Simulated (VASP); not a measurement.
# BaTiO3 (Pm-3m) in VASP: a series of runs

BaTiO3 is run at these levels: PBE; tasks: single point.

All numbers are computed with VASP 6.6.1; they aren't measurements. Logs are shortened: lines on timing, memory, paths and dates and some standing lists are left out, and cuts for length are marked.

### Step 1. The cell of the first run

The structure is cubic, space group Pm-3m (No. 221). Conventional cell: a = 4.019 Å, b = 4.019 Å, c = 4.019 Å, α = 90.00°, β = 90.00°, γ = 90.00°. Within 3.7 Å of Ba (site symmetry m-3m) lie 12 O at 2.84 Å and 8 Ti at 3.48 Å. Within 2.7 Å of Ti (site symmetry m-3m) lie 6 O at 2.01 Å. O (site symmetry 4/mmm) has 2 Ti at 2.01 Å within 2.7 Å.

### Step 2. Single point, PBE

Input file INCAR:

```
PREC     = Accurate       # precision mode
ENCUT    = 520            # plane-wave cutoff, eV
EDIFF    = 1E-7           # SCF threshold, eV
ISMEAR   = 0              # smearing method
SIGMA    = 0.02           # smearing width, eV
LREAL    = False          # projectors in reciprocal space
LASPH    = True           # aspherical terms in the spheres
NELM     = 100            # most SCF steps
ALGO     = Normal         # electronic algorithm
ISIF     = 2              # what is computed and relaxed
LWAVE    = False          # write WAVECAR
LCHARG   = False          # write CHGCAR
GGA      = PE             # functional
NBANDS   = 28             # bands
```

Input file KPOINTS:

```
Automatic mesh
0
Gamma
  8 8 8
```

Input file POSCAR:

```
BaTiO3
1.0
    4.0192481742      0.0000000000      0.0000000000
    0.0000000000      4.0192481742      0.0000000000
    0.0000000000      0.0000000000      4.0192481742
Ba Ti O
1 1 3
Direct
    0.5000000000      0.5000000000      0.5000000000
    0.0000000000      0.0000000000      0.0000000000
    0.5000000000      0.0000000000      0.0000000000
    0.0000000000      0.5000000000      0.0000000000
    0.0000000000      0.0000000000      0.5000000000
```

Potentials or basis: VASP PAW PBE potentials, release 64 (Ba_sv, Ti_sv, O).

Command:

```bash
> cat potpaw_PBE.64/Ba_sv/POTCAR potpaw_PBE.64/Ti_sv/POTCAR potpaw_PBE.64/O/POTCAR > POTCAR
> mpirun -np 1 vasp_std > vasp.out
```

OUTCAR:

```text
PREC = Accurate
   ENCUT = 520
   EDIFF = 1E-7
   ISMEAR = 0
   LREAL = False
   LASPH = True
   NELM = 100
   ISIF = 2
   GGA = PE

 ion  position               nearest neighbor table
   1  0.500  0.500  0.500-   3 2.84   4 2.84   5 2.84   3 2.84   4 2.84   3 2.84   5 2.84   3 2.84
                             4 2.84   5 2.84   4 2.84   5 2.84   2 3.48   2 3.48   2 3.48   2 3.48
   2  0.000  0.000  0.000-   3 2.01   4 2.01   5 2.01   5 2.01   4 2.01   3 2.01   1 3.48   1 3.48
                             1 3.48   1 3.48   1 3.48   1 3.48   1 3.48   1 3.48
   3  0.500  0.000  0.000-   2 2.01   2 2.01   1 2.84   1 2.84   1 2.84   1 2.84
   4  0.000  0.500  0.000-   2 2.01   2 2.01   1 2.84   1 2.84   1 2.84   1 2.84
   5  0.000  0.000  0.500-   2 2.01   2 2.01   1 2.84   1 2.84   1 2.84   1 2.84

  LATTYP: Found a simple cubic cell.
 ALAT       =     4.0192481742

  Lattice vectors:

 A1 = (   4.0192481742,   0.0000000000,   0.0000000000)
 A2 = (   0.0000000000,   4.0192481742,   0.0000000000)
 A3 = (   0.0000000000,   0.0000000000,   4.0192481742)

Analysis of symmetry for initial positions (statically):
=====================================================================
 Subroutine PRICEL returns:
 Original cell was already a primitive cell.

 Routine SETGRP: Setting up the symmetry group for a
 simple cubic supercell.

 Subroutine GETGRP returns: Found 48 space group operations
 (whereof 48 operations were pure point group operations)
 out of a pool of 48 trial point group operations.

The static configuration has the point symmetry O_h .

Analysis of symmetry for dynamics (positions and initial velocities):
=====================================================================
 Subroutine PRICEL returns:
 Original cell was already a primitive cell.

 Routine SETGRP: Setting up the symmetry group for a
 simple cubic supercell.

 Subroutine GETGRP returns: Found 48 space group operations
 (whereof 48 operations were pure point group operations)
 out of a pool of 48 trial point group operations.

The dynamic configuration has the point symmetry O_h .

 Subroutine INISYM returns: Found 48 space group operations
 (whereof 48 operations are pure point group operations),
 and found     1 'primitive' translations

----------------------------------------------------------------------------------------

                                     Primitive cell

  volume of cell :      64.9284

  direct lattice vectors                    reciprocal lattice vectors
     4.019248174  0.000000000  0.000000000     0.248802750  0.000000000  0.000000000
     0.000000000  4.019248174  0.000000000     0.000000000  0.248802750  0.000000000
     0.000000000  0.000000000  4.019248174     0.000000000  0.000000000  0.248802750

  length of vectors
     4.019248174  4.019248174  4.019248174     0.248802750  0.248802750  0.248802750

  position of ions in fractional coordinates (direct lattice)
     0.500000000  0.500000000  0.500000000
     0.000000000  0.000000000  0.000000000
     0.500000000  0.000000000  0.000000000
     0.000000000  0.500000000  0.000000000
     0.000000000  0.000000000  0.500000000

  ion indices of the primitive-cell ions
   primitive index   ion index
                 1           1
                 2           2
                 3           3
                 4           4
                 5           5

----------------------------------------------------------------------------------------

 KPOINTS: Automatic mesh

Automatic generation of k-mesh.
 Grid dimensions read from file:
 generate k-points for:    8    8    8

 Generating k-lattice:

  Cartesian coordinates                     Fractional coordinates (reciprocal lattice)
     0.031100344  0.000000000  0.000000000     0.125000000  0.000000000  0.000000000
     0.000000000  0.031100344  0.000000000     0.000000000  0.125000000  0.000000000
     0.000000000  0.000000000  0.031100344     0.000000000  0.000000000  0.125000000

  Length of vectors
     0.031100344  0.031100344  0.031100344

  Shift w.r.t. Gamma in fractional coordinates (k-lattice)
     0.000000000  0.000000000  0.000000000

 Subroutine IBZKPT returns following result:
 ===========================================

 Found     35 irreducible k-points:

 Following reciprocal coordinates:
            Coordinates               Weight
  0.000000  0.000000  0.000000      1.000000
  0.125000  0.000000  0.000000      6.000000
  0.250000  0.000000  0.000000      6.000000
  0.375000  0.000000  0.000000      6.000000
  0.500000  0.000000  0.000000      3.000000
  0.125000  0.125000  0.000000     12.000000
[... 16 lines left out ...]
  0.375000  0.375000  0.125000     24.000000
  0.500000  0.375000  0.125000     24.000000
 [... further k-points ...]
   k-points           NKPTS =     35   k-points in BZ     NKDIM =     35   number of bands    NBANDS=     28
   number of dos      NEDOS =    301   number of ions     NIONS =      5
   total plane-waves  NPLWV =  27000
   dimension x,y,z NGX =    30 NGY =   30 NGZ =   30
   dimension x,y,z NGXF=    60 NGYF=   60 NGZF=   60
   ions per type =               1   1   3
   NGX,Y,Z   is equivalent  to a cutoff of  12.41, 12.41, 12.41 a.u.
   NGXF,Y,Z  is equivalent  to a cutoff of  24.82, 24.82, 24.82 a.u.
 SYSTEM =  unknown system
   PREC   = accura    normal or accurate (medium, high low for compatibility)
   ISTART =      0    job   : 0-new  1-cont  2-samecut
   ICHARG =      2    charge: 1-file 2-atom 10-const
   ISPIN  =      1    spin polarized calculation?
   LNONCOLLINEAR =      F non collinear calculations
   LSORBIT =      F    spin-orbit coupling
   LASPH  =      T    aspherical Exc in radial PAW
   ENCUT  =  520.0 eV  38.22 Ry    6.18 a.u.   7.47  7.47  7.47*2*pi/ulx,y,z
   NELM   =    100;   NELMIN=  2; NELMDL= -5     # of ELM steps
   EDIFF  = 0.1E-06   stopping-criterion for ELM
   LREAL  =      F    real-space projection
   EDIFFG = 0.1E-05   stopping-criterion for IOM
   NSW    =      0    number of steps for IOM
   IBRION =     -1    ionic relax: 0-MD 1-quasi-New 2-CG
   NFREE  =      0    steps in history (QN), initial steepest desc. (CG)
   ISIF   =      2    stress and relaxation
   ISYM   =      2    0-nonsym 1-usesym 2-fastsym
   POTIM  = 0.5000    time-step for ionic-motion
   TEBEG  =    0.0;   TEEND  =   0.0 temperature during run
   PSTRESS=    0.0 pullay stress
   NELECT =      40.0000    total number of electrons
   NUPDOWN=      -1.0000    fix difference up-down
   EMIN   =  10.00;   EMAX   =-10.00  energy-range for DOS
   EFERMI =   0.00;   METHOD = LEGACY
   ISMEAR =     0;   SIGMA  =   0.02  broadening in eV -4-tet -1-fermi 0-gaus
   EFERMI_NEDOS =   21; number of points for ismear=-14 and -15
   IALGO  =     38    algorithm
   IMIX   =      4    mixing-type and parameters
     AMIX     =   0.40;   BMIX     =  1.00
     AMIX_MAG =   1.60;   BMIX_MAG =  1.00
  volume/ion in A,a.u.               =      12.99        87.63
  Fermi-wavevector in a.u.,A,eV,Ry     =   1.392996  2.632382 26.401276  1.940439
  Thomas-Fermi vector in A             =   2.516685
   LORBIT       =      0    0 simple, 1 ext, 2 COOP (PROOUT), +10 PAW based schemes
   GGA     = PE    functional components
   LHFCALC =     F    Hartree Fock is set to
   AEXX    =    0.0000 exact exchange contribution
   IVDW    =     0    specifies the selected vdW correction
   LEPSILON=     F    determine dielectric tensor
   LRPA    =     F    only Hartree local field effects (RPA)
 non-spin polarized calculation
 Gauss-broadening in eV      SIGMA  =   0.02
  energy-cutoff  :      520.00
  volume of cell :       64.93
 maximum number of plane-waves:      1775
 NGX is ok and might be reduce to    30
   NGX = 15   NGY = 15   NGZ = 15

 number of electron      39.9999976 magnetization

 Free energy of the ion-electron system (eV)
  ---------------------------------------------------
  ext. energy  EPLUGINS =         0.00000000
  ---------------------------------------------------
  free energy    TOTEN  =       -39.98177398 eV

  energy without entropy =      -39.98177398  energy(sigma->0) =      -39.98177398

 E-fermi :   3.9827     XC(G=0): -11.1942

 val. band max:        3.7378174480   @ k =   0.5000   0.5000   0.5000
 cond. band min:       5.4574973562   @ k =   0.0000   0.0000   0.0000
 fundamental gap:      1.7196799082
 Fermi energy:         3.9826638068

 k-point     1 :       0.0000    0.0000    0.0000
  band No.  band energies     occupation
      1     -52.9528      2.00000
      2     -29.1571      2.00000
      3     -29.1571      2.00000
      4     -29.1571      2.00000
      5     -21.1054      2.00000
      6     -13.1262      2.00000
[... 20 lines left out ...]
     27       8.7743      0.00000
     28      10.9840      0.00000

 k-point     2 :       0.1250    0.0000    0.0000
  band No.  band energies     occupation
      1     -52.9527      2.00000
      2     -29.1643      2.00000
      3     -29.1568      2.00000
      4     -29.1568      2.00000
      5     -21.0894      2.00000
      6     -13.1323      2.00000
[... 20 lines left out ...]
     27       9.0776      0.00000
     28      11.3566      0.00000

 k-point     3 :       0.2500    0.0000    0.0000
  band No.  band energies     occupation
      1     -52.9523      2.00000
      2     -29.1816      2.00000
      3     -29.1562      2.00000
      4     -29.1562      2.00000
      5     -21.0503      2.00000
      6     -13.1892      2.00000
[... 20 lines left out ...]
     27       9.8755      0.00000
     28      12.0480      0.00000

 k-point     4 :       0.3750    0.0000    0.0000
  band No.  band energies     occupation
      1     -52.9520      2.00000
      2     -29.1989      2.00000
      3     -29.1555      2.00000
      4     -29.1555      2.00000
      5     -21.0105      2.00000
      6     -13.2859      2.00000
[... 578 lines left out ...]
     27      12.0199      0.00000
     28      12.1730      0.00000

 k-point    23 :       0.3750    0.3750    0.1250
  band No.  band energies     occupation
      1     -52.9511      2.00000
      2     -29.1963      2.00000
      3     -29.1959      2.00000
      4     -29.1609      2.00000
      5     -20.9341      2.00000
      6     -12.8513      2.00000
[... 20 lines left out ...]
     27      11.9244      0.00000
     28      12.5549      0.00000

 k-point    24 :       0.5000    0.3750    0.1250
  band No.  band energies     occupation
      1     -52.9509      2.00000
      2     -29.2030      2.00000
      3     -29.1957      2.00000
      4     -29.1606      2.00000
      5     -20.9227      2.00000
      6     -12.7960      2.00000
[... 20 lines left out ...]
     27      11.8685      0.00000
     28      12.6622      0.00000

 [... further k-points ...]
[... 5 lines left out ...]
  --------------------------------------------------------------------------------------
  -------------------------------------------------------------------------------------
  Total        0.6975192      0.6975192      0.6975192     -0.0000000      0.0000000     -0.0000000
  in kB       17.2120384     17.2120384     17.2120384     -0.0000000      0.0000000     -0.0000000
  external PRESSURE =      17.2120384 kB  Pullay stress =       0.0000000 kB

 VOLUME and BASIS-vectors are now :
 -----------------------------------------------------------------------------
  energy-cutoff  :      520.00
  volume of cell :       64.93
      direct lattice vectors                 reciprocal lattice vectors
     4.019248174  0.000000000  0.000000000     0.248802750  0.000000000  0.000000000
     0.000000000  4.019248174  0.000000000     0.000000000  0.248802750  0.000000000
     0.000000000  0.000000000  4.019248174     0.000000000  0.000000000  0.248802750

 POSITION                                       TOTAL-FORCE (eV/Angst)
 -----------------------------------------------------------------------------------
      2.00962      2.00962      2.00962         0.000000      0.000000      0.000000
      0.00000      0.00000      0.00000         0.000000      0.000000      0.000000
      2.00962      0.00000      0.00000         0.000000      0.000000      0.000000
      0.00000      2.00962      0.00000         0.000000      0.000000      0.000000
      0.00000      0.00000      2.00962         0.000000      0.000000      0.000000
 -----------------------------------------------------------------------------------
    total drift:                                0.000000     -0.000000      0.000000

  FREE ENERGIE OF THE ION-ELECTRON SYSTEM (eV)
  ---------------------------------------------------
  free  energy   TOTEN  =       -39.9817739809 eV

  energy  without entropy=      -39.9817739809  energy(sigma->0) =      -39.98177398
```

It took 49 s on 1 thread of Intel Xeon 6975P-C, shared host; peak memory 0.21 GiB.

What came out:

```yaml
Free_energy: -39.9818 eV
Pressure: 1.7 GPa
Band_gap_on_the_k_mesh: 1.72 eV, indirect (least direct gap 1.88 eV)
```

Caveat: spin-orbit coupling is left out, which moves the levels of the heavy elements.

### Step 3. Single point, PBE

Input file INCAR:

```
SYSTEM = BaTiO3
  ALGO = Normal
  EDIFF = 1E-6
  ENCUT = 520
  GGA = PE
  ISIF = 2
  ISMEAR = 0
  LASPH = .True.
  LCHARG = .True.
  LELF = .True.
  LREAL = .False.
  LVHAR = .True.
  LWAVE = .False.
  NBANDS = 28
  NELM = 100
  PREC = Accurate
  SIGMA = 0.02
```

Input file KPOINTS:

```
k-points
0
Gamma
  8 8 8
  0 0 0
```

POSCAR is that of step 2.

Potentials or basis: VASP PAW PBE potentials, release 64 (Ba_sv, Ti_sv, O).

Command:

```bash
> cat potpaw_PBE.64/Ba_sv/POTCAR potpaw_PBE.64/Ti_sv/POTCAR potpaw_PBE.64/O/POTCAR > POTCAR
> mpirun -np 1 vasp_std > vasp.out
```

Wall time 56 s (1 thread of Intel Xeon 6975P-C, shared host); peak memory 0.21 GiB.

It converged, with:

- Free energy: -39.9818 eV
- Pressure: 1.7 GPa
- Band gap on the k mesh: 1.72 eV, indirect (least direct gap 1.88 eV)

Levels at points of the mesh, in eV from the valence-band top:
| k point | band 18 | band 19 | band 20 | band 21 | band 22 | band 23 |
| --- | --- | --- | --- | --- | --- | --- |
| (0.00, 0.00, 0.00) | -0.16 | -0.16 | -0.16 | 1.72 | 1.72 | 1.72 |
| (0.50, 0.00, 0.00) | -1.81 | -0.71 | -0.71 | 1.87 | 3.42 | 3.42 |
| (0.50, 0.50, 0.00) | -0.88 | -0.88 | -0.09 | 3.43 | 3.43 | 3.84 |
| (0.50, 0.50, 0.50) | 0.00 | 0.00 | 0.00 | 4.08 | 4.08 | 4.08 |

Caveat: spin-orbit coupling is left out, which moves the levels of the heavy elements. A k mesh can miss the band edges.

### Step 4. Single point, PBE (volume scaled by 1.03)

Input file INCAR:

```
ALGO = Normal
EDIFF = 1E-6
ENCUT = 520
GGA = PE
ISIF = 2
ISMEAR = 0
LASPH = True
LCHARG = False
LREAL = False
LWAVE = False
NBANDS = 28
NELM = 100
PREC = Accurate
SIGMA = 0.02
```

Input file KPOINTS:

```
k-points
0
Gamma
  8 8 8
```

POSCAR: that of step 3 with these lines changed.

```diff
@@ -2,5 +2,5 @@
 1.0
-    4.0192481742      0.0000000000      0.0000000000
-    0.0000000000      4.0192481742      0.0000000000
-    0.0000000000      0.0000000000      4.0192481742
+    4.0590452987      0.0000000000      0.0000000000
+    0.0000000000      4.0590452987      0.0000000000
+    0.0000000000      0.0000000000      4.0590452987
 Ba Ti O
```

Potentials or basis: VASP PAW PBE potentials, release 64 (Ba_sv, Ti_sv, O).

Command:

```bash
> cat potpaw_PBE.64/Ba_sv/POTCAR potpaw_PBE.64/Ti_sv/POTCAR potpaw_PBE.64/O/POTCAR > POTCAR
> mpirun -np 1 vasp_std > vasp.out
```

OUTCAR:

```text
EDIFF = 1E-6
   ENCUT = 520
   GGA = PE
   ISIF = 2
   ISMEAR = 0
   LASPH = True
   LREAL = False
   NELM = 100
   PREC = Accurate

 ion  position               nearest neighbor table
   1  0.500  0.500  0.500-   3 2.87   4 2.87   5 2.87   3 2.87   4 2.87   3 2.87   5 2.87   3 2.87
                             4 2.87   5 2.87   4 2.87   5 2.87   2 3.52   2 3.52   2 3.52   2 3.52
   2  0.000  0.000  0.000-   3 2.03   4 2.03   5 2.03   5 2.03   4 2.03   3 2.03   1 3.52   1 3.52
                             1 3.52   1 3.52   1 3.52   1 3.52   1 3.52   1 3.52
   3  0.500  0.000  0.000-   2 2.03   2 2.03   1 2.87   1 2.87   1 2.87   1 2.87
   4  0.000  0.500  0.000-   2 2.03   2 2.03   1 2.87   1 2.87   1 2.87   1 2.87
   5  0.000  0.000  0.500-   2 2.03   2 2.03   1 2.87   1 2.87   1 2.87   1 2.87

  LATTYP: Found a simple cubic cell.
 ALAT       =     4.0590452987

  Lattice vectors:

 A1 = (   4.0590452987,   0.0000000000,   0.0000000000)
 A2 = (   0.0000000000,   4.0590452987,   0.0000000000)
 A3 = (   0.0000000000,   0.0000000000,   4.0590452987)

Analysis of symmetry for initial positions (statically):
[... 174 lines left out ...]
  ---------------------------------------------------
  free energy    TOTEN  =       -39.97536017 eV

  energy without entropy =      -39.97536017  energy(sigma->0) =      -39.97536017

 E-fermi :   3.6128     XC(G=0): -11.0396

 val. band max:        3.5151268287   @ k =   0.5000   0.5000   0.5000
 cond. band min:       5.1747297540   @ k =   0.0000   0.0000   0.0000
 fundamental gap:      1.6596029253
 Fermi energy:         3.6127606439

 k-point     1 :       0.0000    0.0000    0.0000
  band No.  band energies     occupation
      1     -53.2976      2.00000
      2     -29.4872      2.00000
      3     -29.4872      2.00000
      4     -29.4872      2.00000
      5     -21.4026      2.00000
      6     -13.2788      2.00000
[... 733 lines left out ...]
     27      11.4901      0.00000
     28      12.2439      0.00000

 [... further k-points ...]
[... 5 lines left out ...]
  --------------------------------------------------------------------------------------
  -------------------------------------------------------------------------------------
  Total       -1.2383583     -1.2383583     -1.2383583     -0.0000000      0.0000000     -0.0000000
  in kB      -29.6677908    -29.6677908    -29.6677908     -0.0000000      0.0000000     -0.0000000
  external PRESSURE =     -29.6677908 kB  Pullay stress =       0.0000000 kB

 VOLUME and BASIS-vectors are now :
 -----------------------------------------------------------------------------
  energy-cutoff  :      520.00
  volume of cell :       66.88
      direct lattice vectors                 reciprocal lattice vectors
     4.059045299  0.000000000  0.000000000     0.246363351  0.000000000  0.000000000
     0.000000000  4.059045299  0.000000000     0.000000000  0.246363351  0.000000000
     0.000000000  0.000000000  4.059045299     0.000000000  0.000000000  0.246363351

 POSITION                                       TOTAL-FORCE (eV/Angst)
 -----------------------------------------------------------------------------------
      2.02952      2.02952      2.02952         0.000000      0.000000      0.000000
      0.00000      0.00000      0.00000         0.000000      0.000000      0.000000
      2.02952      0.00000      0.00000         0.000000      0.000000      0.000000
      0.00000      2.02952      0.00000         0.000000      0.000000      0.000000
      0.00000      0.00000      2.02952         0.000000      0.000000      0.000000
 -----------------------------------------------------------------------------------
    total drift:                                0.000000     -0.000000      0.000000

  FREE ENERGIE OF THE ION-ELECTRON SYSTEM (eV)
  ---------------------------------------------------
  free  energy   TOTEN  =       -39.9753601725 eV

  energy  without entropy=      -39.9753601725  energy(sigma->0) =      -39.97536017
```

Run time: 59 s. Hardware: 1 thread of Intel Xeon 6975P-C, shared host; peak memory 0.22 GiB.

Results:

```
Free energy            : -39.9754 eV
Pressure               : -3.0 GPa
Band gap on the k mesh : 1.66 eV, indirect (least direct gap 1.84 eV)
```

Levels at points of the mesh, in eV from the valence-band top:
```tsv
k point	band 18	band 19	band 20	band 21	band 22	band 23
(0.00, 0.00, 0.00)	-0.18	-0.18	-0.18	1.66	1.66	1.66
(0.50, 0.00, 0.00)	-1.78	-0.71	-0.71	1.80	3.28	3.28
(0.50, 0.50, 0.00)	-0.89	-0.89	-0.08	3.28	3.28	3.68
(0.50, 0.50, 0.50)	0.00	0.00	0.00	3.90	3.90	3.90
```

Caveat: spin-orbit coupling is left out, which moves the levels of the heavy elements. A k mesh can miss the band edges.

(Continued in part 2 of 3.)
